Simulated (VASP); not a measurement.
Wanted: the native input for a VASP 6.6.1 run.

```
Task                   : single point
Functional             : PBEsol
Potentials or basis    : VASP PAW PBE potentials, release 64 (Ta_pv, C)
Cutoff                 : 520 eV
k mesh                 : 18 × 18 × 12
Occupations            : gaussian, width 0.15 eV
Spin                   : no spin polarisation
Dipole correction      : no
Further INCAR settings : ALGO = Normal; EDIFF = 1e-07; NBANDS = 20
```

The structure of Ta2C lies in POSCAR:

```
Ta2C
1.0
    3.0453677658      0.0000000000      0.0000000000
   -1.5226838829      2.6373658490      0.0000000000
    0.0000000000      0.0000000000      5.0837788454
Ta C
2 1
Direct
    0.3333333333      0.6666666667      0.2528761935
    0.6666666667      0.3333333333      0.7471238065
    0.0000000000      0.0000000000      0.0000000000
```

This cell differs from its parent crystal: ratio of the length along z to the lengths across it x 1.05, volume and fractional coordinates fixed.

These files were run (other wordings do the same):

INCAR

```
  PREC = Accurate
  ENCUT = 520
  EDIFF = 1E-7
  ISMEAR = 0
  SIGMA = 0.15
  LREAL = False
  LASPH = True
  NELM = 100
  ALGO = Normal
  ISIF = 2
  LWAVE = False
  LCHARG = True
  GGA = PS
  LELF = True
  LVHAR = True
  NBANDS = 20
```

KPOINTS

```
Automatic mesh
0
Gamma
  18 18 12
```

Potentials or basis: VASP PAW PBE potentials, release 64 (Ta_pv, C).

Run with:

```sh
$ cat potpaw_PBE.64/Ta_pv/POTCAR potpaw_PBE.64/C/POTCAR > POTCAR
$ mpirun -np 1 vasp_std > vasp.out
```

Results of the run:

```json
{
 "Pressure": "0.5 GPa",
 "Largest force": "0.108 eV/Å",
 "Band gap on the k mesh": "zero (bands 13 and 14 overlap by 0.61 eV)"
}
```

Caveat: the stress differs along the axes, from -12 to 7 GPa; the PAW data sets were made with another functional, which shifts forces and pressure a little; spin-orbit coupling is left out, which moves the levels of the heavy elements.

Run time: 12 min on 1 thread of Intel Xeon 8259CL, with other jobs on the host, peak memory 0.36 GiB.
